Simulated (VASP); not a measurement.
Runs of VASP 6.6.1 on Sn2TeS3. The structure is that of space group P4/mmm (No. 123), or close to it. The cells are those of the table. 

| task | cell | k mesh | cutoff (eV) | gap on the mesh (eV) | pressure (GPa) | relaxed volume (Å³/atom) | largest force (eV/Å) |
| --- | --- | --- | --- | --- | --- | --- | --- |
| relaxation of cell and atoms | relaxed from a = 3.535, b = 3.535, c = 10.538 Å, 6 atoms | 6 × 6 × 2 | 600 | none | 0.0 | (a) | 0.01 |
| single point | a = 3.535, b = 3.535, c = 10.538 Å, 6 atoms | 4 × 4 × 2 | 520 | none | -0.1 | - | 0.02 |
| single point | a = 3.947, b = 3.947, c = 12.497 Å, 6 atoms | 4 × 4 × 2 | 520 | none | -10.0 | - | 0.30 |
| single point | a = 3.509, b = 3.509, c = 10.690 Å, 6 atoms | 6 × 6 × 2 | 520 | none | -0.1 | - | 0.01 |
| relaxation of cell and atoms | relaxed from a = 3.947, b = 3.947, c = 12.497 Å, 6 atoms | 4 × 4 × 2 | 600 | none | 0.0 | 21.95 | 0.02 |
| single point | a = 3.508, b = 3.508, c = 10.674 Å, 6 atoms | 10 × 10 × 4 | 520 | none | -0.1 | - | 0.01 |

Alike in all rows: level PBE; potentials or basis VASP PAW PBE potentials, release 64 (Sn_d, Te, S); no spin polarisation; smearing gaussian 0.1 eV.

Task: Estimate the missing entries.

Result: (a) 21.91.

Caveats: some runs use coarse meshes; spin-orbit coupling is left out, which moves the levels of the heavy elements; the volume moved by over 15 % at a fixed basis, so the end points are rough (some runs).

A k mesh can miss the band edges, and the runs leave out spin-orbit coupling on Sn, Te.

A gap of «none» marks levels without a gap at the run's occupations.
